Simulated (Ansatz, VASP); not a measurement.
One calculation of TiAl, two programs

```xyz
2
Lattice="2.8216 0.0000 0.0000 0.0000 2.8216 0.0000 0.0000 0.0000 4.0775" Properties=species:S:1:pos:R:3 pbc="T T T"
Ti    1.4108    1.4108    2.0388
Al    0.0000    0.0000    0.0000
```

Alike in both runs: functional PBE; k mesh 14 × 14 × 10; occupations gaussian, width 0.1 eV; no spin polarisation.

Ansatz relaxed the structure, and its values are those at the end. VASP's run is a single point on that final structure, the one shown.

|  | VASP | Ansatz |
| --- | --- | --- |
| version | VASP 6.6.1 | Ansatz 0.2.0 |
| potentials or method | VASP PAW PBE potentials, release 64 (Ti_sv, Al), cutoff 520 eV | scalar-relativistic, plane waves, PAW |
| valence electrons in the cell | 15 | 15 |

|  | VASP | Ansatz | Ansatz less VASP |
| --- | --- | --- | --- |
| gap on the k mesh at the Fermi level (eV) | none | none | - |
| pressure (GPa) | 0.0 | 0.0 | +0.03 |

A gap of «none» marks a metal or a gap that the smearing closes. The functional is the same, so the differences come from potentials, cutoffs and numerics.
